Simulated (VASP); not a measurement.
**TiAl3: single point with PBE**

TiAl3:

```
Ti Al
1.0
     3.93278    0.00000    0.00000
     0.00000    3.93278    0.00000
     0.00000    0.00000    3.93278
Ti Al
1 3
Cartesian
  0.0000 0.0000 0.0000
  1.9664 1.9664 0.0000
  1.9664 0.0000 1.9664
  0.0000 1.9664 1.9664
```

* Program: VASP 6.6.1
* Task: single point
* Functional: PBE
* Potentials or basis: VASP PAW PBE potentials, release 64 (Ti_sv, Al)
* Cutoff: 520 eV
* k mesh: 10 × 10 × 10
* Occupations: gaussian, width 0.1 eV
* Spin: no spin polarisation
* Dipole correction: no
* Further INCAR settings: ALGO = Normal; EDIFF = 1e-06; NBANDS = 18

The pressure is 3.9 GPa and the band gap on the k mesh is zero (an odd number of electrons rules out a gap without spin polarisation).

Levels at points of the mesh, in eV from the Fermi level:
```
           k point  band 7  band 8  band 9  band 10  band 11  band 12  band 13  band 14
(0.00, 0.00, 0.00)   -3.17   -2.23   -2.23    -2.23     0.12     0.12     0.12     0.68
(0.50, 0.00, 0.00)   -2.34   -2.34   -2.26     0.37     0.72     0.72     0.96     0.97
(0.50, 0.50, 0.00)   -6.22   -5.13   -1.32    -1.32     0.60     0.89     1.06     1.16
(0.50, 0.50, 0.50)   -5.24   -5.10   -3.58    -3.58    -3.58     0.20     1.22     1.22
```

It took 89 s on 1 thread of Intel Xeon 8259CL, on a shared host, peak memory 0.2 GiB.

Caveat: the cell stands under pressure.
